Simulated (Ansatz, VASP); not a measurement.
Ba: VASP beside Ansatz

INCAR

```
PREC = Accurate
ENCUT = 520
EDIFF = 1E-6
ISMEAR = 0
SIGMA = 0.15
LREAL = False
LASPH = True
NELM = 60
ALGO = Fast
ISIF = 2
LWAVE = False
LCHARG = False
GGA = CA
NBANDS = 17
```

Contents of KPOINTS:

```
Automatic mesh
0
Gamma
  9 9 14
```

File POSCAR:

```
Ba
1.0
    7.1932422879      0.0000000000      0.0000000000
   -3.5966211440      6.2295305569      0.0000000000
    0.0000000000      0.0000000000      3.6980088286
Ba
2
Direct
    0.3333333333      0.6666666667      0.5000000000
    0.6666666667      0.3333333333      0.5000000000
```

Input for Ansatz:

```yaml
crystal:
  lattice:
    - [7.1932422879, 0.0, 0.0]
    - [-3.596621144, 6.2295305569, 0.0]
    - [0.0, 0.0, 3.6980088286]
  atoms:
    - { symbol: Ba, position: [0.3333333333, 0.6666666667, 0.5] }
    - { symbol: Ba, position: [0.6666666667, 0.3333333333, 0.5] }
basis:
  ecutwfc: 420
kpoints:
  mp_grid: { grid: [9, 9, 14] }
hamiltonian:
  xc: lda
scf:
  occupations: { method: gaussian, width: 0.15 }
output:
  forces: true
  stress: true
  eigenvalues: true
```

Alike in both runs: task single point; functional LDA; k mesh 9 × 9 × 14; occupations gaussian, width 0.15 eV; no spin polarisation.

```csv
,VASP,Ansatz
version,VASP 6.6.1,Ansatz 0.2.0
potentials or method,"VASP PAW LDA potentials, release 64 (Ba_sv), cutoff 520 eV","scalar-relativistic, plane waves, PAW"
valence electrons in the cell,20,20
```

```csv
,VASP,Ansatz,Ansatz less VASP
gap on the k mesh at the Fermi level (eV),none,none,-
pressure (GPa),-0.4,-0.4,-0.05
"traceless stress, the component that is largest in VASP (GPa)",0.82,0.78,-0.037
```

LDA's correlation is that of Perdew and Zunger in VASP and of Perdew and Wang (1992) in Ansatz. A gap of «none» marks a metal or a gap that the smearing closes.

Spin-orbit coupling is off throughout.
